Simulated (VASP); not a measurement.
# PbO (P4/nmm) in VASP: notebook, part 2 of 2

VASP 6.6.1.

## (3) Relaxation of shape and atoms at fixed volume, r2SCAN (21.78 Å³/atom)

File POSCAR:

```
PbO
1.0
    4.0266141577      0.0000000000      0.0000000000
    0.0000000000      4.0266141577      0.0000000000
    0.0000000000      0.0000000000      5.3744192796
Pb O
2 2
Direct
    0.0000000000      0.5000000000      0.2231760842
    0.5000000000      0.0000000000      0.7768239158
    0.0000000000      0.0000000000      0.0000000000
    0.5000000000      0.5000000000      0.0000000000
```

File INCAR.step1:

```
SYSTEM = PbO
ALGO = Normal
EDIFF = 1E-4
ENCUT = 600
GGA = PE
ISMEAR = 0
LASPH = .TRUE.
LCHARG = .FALSE.
LREAL = .FALSE.
LWAVE = .TRUE.
NELM = 80
PREC = Accurate
SIGMA = 0.02
```

File INCAR.step2:

```
SYSTEM = PbO
ALGO = Normal
EDIFF = 1E-6
EDIFFG = -0.01
ENCUT = 600
IBRION = 2
ISIF = 4
ISMEAR = 0
ISTART = 1
LASPH = .TRUE.
LCHARG = .FALSE.
LMIXTAU = .TRUE.
LREAL = .FALSE.
LWAVE = .FALSE.
METAGGA = R2SCAN
NELM = 80
NSW = 50
PREC = Accurate
SIGMA = 0.02
```

File KPOINTS:

```
k-points
0
G
  8 8 6
  0 0 0
```

Potentials or basis: VASP PAW PBE potentials, release 64 (Pb_d, O).

Launch:

```sh
$ cat potpaw_PBE.64/Pb_d/POTCAR potpaw_PBE.64/O/POTCAR > POTCAR
$ cp INCAR.step1 INCAR
$ mpirun -np 1 vasp_std > vasp.out
$ cp INCAR.step2 INCAR
$ mpirun -np 1 vasp_std > vasp.out
```

OUTCAR:

```text
SYSTEM = PbO
   EDIFF = 1E-6
   EDIFFG = -0.01
   ENCUT = 600
   IBRION = 2
   ISIF = 4
   ISMEAR = 0
   ISTART = 1
   LASPH = .TRUE.
   LREAL = .FALSE.
   METAGGA = R2SCAN
   NELM = 80
   NSW = 50
   PREC = Accurate

 ion  position               nearest neighbor table
   1  0.000  0.500  0.223-   3 2.34   4 2.34   3 2.34   4 2.34   2 3.72   2 3.72   2 3.72   2 3.72
                             2 4.12   2 4.12   2 4.12   2 4.12
   2  0.500  0.000  0.777-   3 2.34   4 2.34   4 2.34   3 2.34   1 3.72   1 3.72   1 3.72   1 3.72
                             1 4.12   1 4.12   1 4.12   1 4.12
   3  0.000  0.000  0.000-   1 2.34   2 2.34   1 2.34   2 2.34
   4  0.500  0.500  0.000-   1 2.34   2 2.34   2 2.34   1 2.34

  LATTYP: Found a simple tetragonal cell.
 ALAT       =     4.0266141577
 C/A-ratio  =     1.3347241799

  Lattice vectors:

 A1 = (   4.0266141577,   0.0000000000,   0.0000000000)
 A2 = (   0.0000000000,   4.0266141577,   0.0000000000)
 A3 = (   0.0000000000,   0.0000000000,   5.3744192796)

Analysis of symmetry for initial positions (statically):
=====================================================================
 Subroutine PRICEL returns:
 Original cell was already a primitive cell.

 Routine SETGRP: Setting up the symmetry group for a
 simple tetragonal supercell.

 Subroutine GETGRP returns: Found 16 space group operations
 (whereof  8 operations were pure point group operations)
 out of a pool of 16 trial point group operations.

The static configuration has the point symmetry D_2d.
 The point group associated with its full space group is D_4h.

Analysis of symmetry for dynamics (positions and initial velocities):
=====================================================================
 Subroutine PRICEL returns:
 Original cell was already a primitive cell.

 Routine SETGRP: Setting up the symmetry group for a
 simple tetragonal supercell.

 Subroutine GETGRP returns: Found 16 space group operations
 (whereof  8 operations were pure point group operations)
 out of a pool of 16 trial point group operations.

The dynamic configuration has the point symmetry D_2d.
 The point group associated with its full space group is D_4h.

 Subroutine INISYM returns: Found 16 space group operations
 (whereof  8 operations are pure point group operations),
 and found     1 'primitive' translations

----------------------------------------------------------------------------------------

                                     Primitive cell

  volume of cell :      87.1388

  direct lattice vectors                    reciprocal lattice vectors
     4.026614158  0.000000000  0.000000000     0.248347609  0.000000000  0.000000000
     0.000000000  4.026614158  0.000000000     0.000000000  0.248347609  0.000000000
     0.000000000  0.000000000  5.374419280     0.000000000  0.000000000  0.186066614

  length of vectors
     4.026614158  4.026614158  5.374419280     0.248347609  0.248347609  0.186066614

  position of ions in fractional coordinates (direct lattice)
     0.000000000  0.500000000  0.223176084
     0.500000000  0.000000000  0.776823916
     0.000000000  0.000000000  0.000000000
     0.500000000  0.500000000  0.000000000

  ion indices of the primitive-cell ions
   primitive index   ion index
                 1           1
[... 55 lines left out ...]
  0.500000  0.125000  0.166667      8.000000
 [... further k-points ...]
   k-points           NKPTS =     60   k-points in BZ     NKDIM =     60   number of bands    NBANDS=     24
   number of dos      NEDOS =    301   number of ions     NIONS =      4
   total plane-waves  NPLWV =  49152
   dimension x,y,z NGX =    32 NGY =   32 NGZ =   48
   dimension x,y,z NGXF=    64 NGYF=   64 NGZF=   96
   ions per type =               2   2
   NGX,Y,Z   is equivalent  to a cutoff of  13.21, 13.21, 14.85 a.u.
   NGXF,Y,Z  is equivalent  to a cutoff of  26.42, 26.42, 29.70 a.u.
 SYSTEM =  PbO
   PREC   = accura    normal or accurate (medium, high low for compatibility)
   ISTART =      1    job   : 0-new  1-cont  2-samecut
   ICHARG =      0    charge: 1-file 2-atom 10-const
   ISPIN  =      1    spin polarized calculation?
   LNONCOLLINEAR =      F non collinear calculations
   LSORBIT =      F    spin-orbit coupling
   LASPH  =      T    aspherical Exc in radial PAW
   ENCUT  =  600.0 eV  44.10 Ry    6.64 a.u.   8.04  8.04 10.73*2*pi/ulx,y,z
   NELM   =     80;   NELMIN=  2; NELMDL=  0     # of ELM steps
   EDIFF  = 0.1E-05   stopping-criterion for ELM
   LREAL  =      F    real-space projection
   EDIFFG = -.1E-01   stopping-criterion for IOM
   NSW    =     50    number of steps for IOM
   IBRION =      2    ionic relax: 0-MD 1-quasi-New 2-CG
   NFREE  =      1    steps in history (QN), initial steepest desc. (CG)
   ISIF   =      4    stress and relaxation
   ISYM   =      2    0-nonsym 1-usesym 2-fastsym
   POTIM  = 0.5000    time-step for ionic-motion
   TEBEG  =    0.0;   TEEND  =   0.0 temperature during run
   PSTRESS=    0.0 pullay stress
   NELECT =      40.0000    total number of electrons
   NUPDOWN=      -1.0000    fix difference up-down
   EMIN   =  10.00;   EMAX   =-10.00  energy-range for DOS
   EFERMI =   0.00;   METHOD = LEGACY
   ISMEAR =     0;   SIGMA  =   0.02  broadening in eV -4-tet -1-fermi 0-gaus
   EFERMI_NEDOS =   21; number of points for ismear=-14 and -15
   IALGO  =     38    algorithm
   IMIX   =      4    mixing-type and parameters
     AMIX     =   0.40;   BMIX     =  1.00
     AMIX_MAG =   1.60;   BMIX_MAG =  1.00
  volume/ion in A,a.u.               =      21.78       147.01
  Fermi-wavevector in a.u.,A,eV,Ry     =   1.262867  2.386473 21.699023  1.594833
  Thomas-Fermi vector in A             =   2.396253
   LORBIT       =      0    0 simple, 1 ext, 2 COOP (PROOUT), +10 PAW based schemes
   METAGGA = R2SCAN    functional components
   LHFCALC =     F    Hartree Fock is set to
   AEXX    =    0.0000 exact exchange contribution
   IVDW    =     0    specifies the selected vdW correction
   LEPSILON=     F    determine dielectric tensor
   LRPA    =     F    only Hartree local field effects (RPA)
 conjugate gradient relaxation of ions
 non-spin polarized calculation
 Gauss-broadening in eV      SIGMA  =   0.02
  energy-cutoff  :      600.00
  volume of cell :       87.14
 maximum number of plane-waves:      2936
   NGX = 17   NGY = 17   NGZ = 21

--------------------------------------- Ionic step        1  -------------------------------------------

 number of electron      40.0000013 magnetization

 Free energy of the ion-electron system (eV)
  ---------------------------------------------------
  ext. energy  EPLUGINS =         0.00000000
  ---------------------------------------------------
  free energy    TOTEN  =      -129.51960011 eV

  energy without entropy =     -129.51960011  energy(sigma->0) =     -129.51960011

------------------------ aborting loop because EDIFF is reached ----------------------------------------

  FORCE on cell =-STRESS in cart. coord.  units (eV):
  Direction    XX          YY          ZZ          XY          YZ          ZX
  --------------------------------------------------------------------------------------
  -------------------------------------------------------------------------------------
  Total       -1.0411807     -1.0411807     -0.8974535      0.0000000     -0.0000000      0.0000000
  in kB      -19.1436672    -19.1436672    -16.5010273      0.0000000     -0.0000000      0.0000000
  external PRESSURE =     -18.2627872 kB  Pullay stress =       0.0000000 kB
[... 139 lines left out ...]
--------------------------------------- Ionic step        5  -------------------------------------------

 number of electron      40.0000004 magnetization

 Free energy of the ion-electron system (eV)
  ---------------------------------------------------
  ext. energy  EPLUGINS =         0.00000000
  ---------------------------------------------------
  free energy    TOTEN  =      -129.52797577 eV

  energy without entropy =     -129.52797577  energy(sigma->0) =     -129.52797577

 E-fermi :   4.1875     XC(G=0):  -9.8812

 val. band max:        4.0363486150   @ k =   0.0000   0.0000   0.0000
 cond. band min:       5.9832488107   @ k =   0.5000   0.5000   0.0000
 fundamental gap:      1.9469001958
 Fermi energy:         4.1875361516

 k-point     1 :       0.0000    0.0000    0.0000
  band No.  band energies     occupation
      1     -15.2401      2.00000
      2     -14.6464      2.00000
      3     -12.4249      2.00000
      4     -12.4249      2.00000
      5     -12.3803      2.00000
      6     -12.3595      2.00000
[... 637 lines left out ...]
     23      10.2194      0.00000
     24      10.2194      0.00000

 [... further k-points ...]

------------------------ aborting loop because EDIFF is reached ----------------------------------------

  FORCE on cell =-STRESS in cart. coord.  units (eV):
  Direction    XX          YY          ZZ          XY          YZ          ZX
  --------------------------------------------------------------------------------------
  -------------------------------------------------------------------------------------
  Total       -0.2181153     -0.2181153     -0.2221185      0.0000000     -0.0000000      0.0000000
  in kB       -4.0103755     -4.0103755     -4.0839819      0.0000000     -0.0000000      0.0000000
  external PRESSURE =      -4.0349110 kB  Pullay stress =       0.0000000 kB
[... 19 lines left out ...]
  FREE ENERGIE OF THE ION-ELECTRON SYSTEM (eV)
  ---------------------------------------------------
  free  energy   TOTEN  =      -129.5279757699 eV

  energy  without entropy=     -129.5279757699  energy(sigma->0) =     -129.52797577

 reached required accuracy - stopping structural energy minimisation
```

It took 57 min on 1 thread of Oxide Virtual Turin-like, shared host; peak memory 0.29 GiB.

What came out:

- Free energy: -129.5280 eV
- Energy gained by relaxing: 2.1 meV/atom
- Ionic steps: 5
- Pressure after relaxing: -0.4 GPa
- Largest force after relaxing: 0.005 eV/Å
- Band gap on the k mesh: 1.95 eV (least direct gap 2.42 eV)

Forces on the atoms (eV/Å):
```
Pb   0.000  0.000  0.005
Pb   0.000  0.000 -0.005
O    0.000  0.000  0.000
O    0.000  0.000  0.000
```

Step by step:
```
step  energy change (eV)  largest force (eV/Å)  pressure (GPa)  volume (Å³)
   1              0.0000                0.3052           -1.83        87.14
   2             -0.0058                0.0723           -1.07        87.14
   3             -0.0063                0.0146           -0.79        87.14
   4             -0.0073                0.0117           -0.69        87.14
   5             -0.0084                0.0046           -0.40        87.14
```

Final structure:
```
Pb O
1.0
     3.99933    0.00000    0.00000
     0.00000    3.99933    0.00000
     0.00000    0.00000    5.44800
Pb O
2 2
Cartesian
  0.0000 1.9997 1.1914
  1.9997 0.0000 4.2566
  0.0000 3.9993 0.0000
  1.9997 1.9997 0.0000
```

Levels at points of the mesh, in eV from the valence-band top:
```
           k point  band 18  band 19  band 20  band 21  band 22  band 23
(0.00, 0.00, 0.00)    -1.68    -1.68     0.00     2.42     5.04     6.37
(0.50, 0.00, 0.00)    -3.01    -1.54    -1.54     3.50     3.50     6.40
(0.50, 0.50, 0.00)    -1.75    -1.05    -1.05     1.95     1.95     5.57
(0.00, 0.00, 0.50)    -1.70    -1.70    -0.98     2.24     4.69     4.81
(0.50, 0.00, 0.50)    -3.00    -1.06    -1.06     3.18     3.18     6.96
(0.50, 0.50, 0.50)    -2.08    -1.05    -1.05     3.96     3.96     4.55
```

Caveat: the PAW data sets were made with another functional, which shifts forces and pressure a little; spin-orbit coupling is left out, which moves the levels of the heavy elements. A k mesh can miss the band edges.

## (4) Relaxation of shape and atoms at fixed volume, r2SCAN (22.42 Å³/atom)

This run uses another cell than the first one, of 22.42 Å³/atom.

File POSCAR:

```
PbO
1.0
    4.0274819125      0.0000000000      0.0000000000
    0.0000000000      4.0274819125      0.0000000000
    0.0000000000      0.0000000000      5.5285726384
Pb O
2 2
Direct
    0.0000000000      0.5000000000      0.2171402479
    0.5000000000      0.0000000000      0.7828597521
    0.0000000000      0.0000000000      0.0000000000
    0.5000000000      0.5000000000      0.0000000000
```

File INCAR.step1:

```
PREC = Accurate
ENCUT = 600
ISMEAR = 0
SIGMA = 0.02
LREAL = F
LASPH = T
NELM = 100
GGA = PE
ALGO = Normal
EDIFF = 1E-4
LWAVE = T
LCHARG = F
```

File INCAR.step2:

```
PREC = Accurate
ENCUT = 600
EDIFF = 1E-6
ISMEAR = 0
SIGMA = 0.02
LREAL = F
LASPH = T
NELM = 100
ALGO = Normal
ISIF = 4
LWAVE = F
LCHARG = F
METAGGA = R2SCAN
LMIXTAU = T
IBRION = 2
NSW = 50
EDIFFG = -0.01
ISTART = 1
```

File KPOINTS:

```
Automatic mesh
0
Gamma
  8 8 6
```

Launch:

```sh
$ cat potpaw_PBE.64/Pb_d/POTCAR potpaw_PBE.64/O/POTCAR > POTCAR
$ cp INCAR.step1 INCAR
$ mpirun -np 1 vasp_std > vasp.out
$ cp INCAR.step2 INCAR
$ mpirun -np 1 vasp_std > vasp.out
```

Run time: 54 min. Hardware: 1 thread of Oxide Virtual Turin-like, shared host; peak memory 0.3 GiB.

The run converged. Its results:

```
Free energy                  : -129.5219 eV
Energy gained by relaxing    : 2.0 meV/atom
Ionic steps                  : 7
Pressure after relaxing      : -0.6 GPa
Largest force after relaxing : 0.004 eV/Å
Band gap on the k mesh       : 2.09 eV (least direct gap 2.34 eV)
```

Forces on the atoms (eV/Å):
```
Pb   0.000  0.000  0.004
Pb   0.000  0.000 -0.004
O    0.000  0.000  0.000
O    0.000  0.000  0.000
```

The path:
| step | energy change (eV) | largest force (eV/Å) | pressure (GPa) | volume (Å³) |
| --- | --- | --- | --- | --- |
| 1 | 0.0000 | 0.2925 | -2.00 | 89.68 |
| 2 | -0.0054 | 0.0715 | -1.28 | 89.68 |
| 3 | -0.0059 | 0.0145 | -1.01 | 89.68 |
| 4 | -0.0068 | 0.0114 | -0.91 | 89.68 |
| 5 | -0.0077 | 0.0068 | -0.74 | 89.68 |
| 6 | -0.0071 | 0.0048 | -0.42 | 89.68 |
| 7 | -0.0079 | 0.0036 | -0.64 | 89.68 |

Final structure:
```
Pb O
1.0
     4.00106    0.00000    0.00000
     0.00000    4.00106    0.00000
     0.00000    0.00000    5.60183
Pb O
2 2
Cartesian
  0.0000 2.0005 1.1926
  2.0005 0.0000 4.4092
  0.0000 0.0000 0.0000
  2.0005 2.0005 0.0000
```

Levels at points of the mesh, in eV from the valence-band top:
```tsv
k point	band 17	band 18	band 19	band 20	band 21	band 22	band 23	band 24
(0.00, 0.00, 0.00)	-1.70	-1.65	-1.65	0.00	2.34	4.81	6.50	6.50
(0.50, 0.00, 0.00)	-2.97	-2.97	-1.48	-1.48	3.45	3.45	6.24	6.24
(0.50, 0.50, 0.00)	-1.74	-1.74	-1.02	-1.02	2.09	2.09	5.58	5.58
(0.00, 0.00, 0.50)	-1.72	-1.67	-1.67	-0.95	2.23	4.71	4.95	4.95
(0.50, 0.00, 0.50)	-2.96	-2.96	-1.05	-1.05	3.14	3.14	7.00	7.04
(0.50, 0.50, 0.50)	-2.01	-2.01	-1.02	-1.02	4.05	4.05	4.39	4.39
```

Caveat: the PAW data sets were made with another functional, which shifts forces and pressure a little; spin-orbit coupling is left out, which moves the levels of the heavy elements. A k mesh can miss the band edges.

## (5) The runs side by side

| task | cell | cutoff (eV) | gap on the mesh (eV) | pressure (GPa) |
| --- | --- | --- | --- | --- |
| single point | a = 3.989, b = 3.989, c = 5.476 Å, 4 atoms, atomic positions A | 520 | 1.98 | 0.2 |
| relaxation of shape and atoms at fixed volume | relaxed from a = 4.027, b = 4.027, c = 5.374 Å, 4 atoms, atomic positions B | 600 | 1.95 | -0.4 |
| relaxation of shape and atoms at fixed volume | relaxed from a = 4.027, b = 4.027, c = 5.529 Å, 4 atoms, atomic positions A | 600 | 2.09 | -0.6 |

Alike in all rows: level r2SCAN; potentials or basis VASP PAW PBE potentials, release 64 (Pb_d, O); no spin polarisation; k mesh 8 × 8 × 6; smearing gaussian 0.02 eV.

Caveats: the PAW data sets were made with another functional, which shifts forces and pressure a little; spin-orbit coupling is left out, which moves the levels of the heavy elements.

Total energies depend on the potentials used, so only differences within one code and one set of settings carry meaning.
